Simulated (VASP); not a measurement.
Here is a VASP 6.6.1 calculation.

Contents of INCAR:

```
SYSTEM = As
  ALGO = Normal
  EDIFF = 1E-6
  ENCUT = 600
  GGA_COMPAT = .FALSE.
  ISIF = 2
  ISMEAR = -5
  LASPH = .TRUE.
  LCHARG = .FALSE.
  LREAL = .FALSE.
  LWAVE = .FALSE.
  NBANDS = 22
  NELM = 120
  PREC = Accurate
  SIGMA = 0.1
```

The input KPOINTS:

```
k-points
0
G
  13 13 13
  0 0 0
```

Contents of POSCAR:

```
As
1.0
    0.0000000000      2.4412652003      2.4412652003
    2.4412652003      0.0000000000      2.4412652003
    2.4412652003      2.4412652003      0.0000000000
As
2
Direct
   -0.1250000000     -0.1250000000     -0.1250000000
    0.1250000000      0.1250000000      0.1250000000
```

Potentials or basis: VASP PAW LDA potentials, release 64 (As_d).

Launch:

```console
$ cat potpaw_LDA.64/As_d/POTCAR > POTCAR
$ mpirun -np 1 vasp_std > vasp.out
```

Question: Estimate the pressure.

Answer: 102.2 GPa.

Question: Predict the band gap on the k mesh.

Answer: Zero (band 15 reaches 10.21 eV, above the bottom of band 16 at 6.05 eV).

Caveat: tetrahedron occupations give inexact forces and stress in metals.
